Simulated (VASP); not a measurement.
Runs of VASP 6.6.1 on BiTe. The structure is that of space group Fm-3m (No. 225), or close to it. The cells are those of the table. 

| cell | gap on the mesh (eV) | pressure (GPa) |
| --- | --- | --- |
| a = 4.420, b = 4.420, c = 4.386 Å, angles 60.3, 60.3, 59.5°, 2 atoms | none | 5.0 |
| a = 4.454 Å, angles 60.0°, 2 atoms | none | 2.8 |
| a = 4.454, b = 4.454, c = 4.386 Å, angles 60.5, 60.5, 59.0°, 2 atoms | none | (b) |
| a = 4.589 Å, angles 60.0°, 2 atoms | none | -2.1 |
| a = 4.657 Å, angles 60.0°, 2 atoms | none | (c) |
| a = 4.623, b = 4.623, c = 4.589 Å, angles 60.2, 60.2, 59.5°, 2 atoms | none | -2.8 |
| a = 4.623, b = 4.623, c = 4.657 Å, angles 59.8, 59.8, 60.5°, 2 atoms | none | (a) |
| a = 4.386 Å, angles 60.0°, 2 atoms | none | 6.1 |

Alike in all rows: task single point; level PBEsol; potentials or basis VASP PAW PBE potentials, release 64 (Bi_d, Te); no spin polarisation; k mesh 16 × 16 × 16; cutoff (eV) 500; smearing gaussian 0.15 eV.

Estimate the missing entries.

(a) -3.3; (b) 4.0; (c) -3.9.

Caveats: the PAW data sets were made with another functional, which shifts forces and pressure a little; spin-orbit coupling is left out, which moves the levels of the heavy elements; the cell stands under pressure (at least some runs); the cell stands under tension (at least some runs).

A k mesh can miss the band edges, and the runs leave out spin-orbit coupling on Bi, Te.

A gap of «none» marks levels without a gap at the run's occupations.
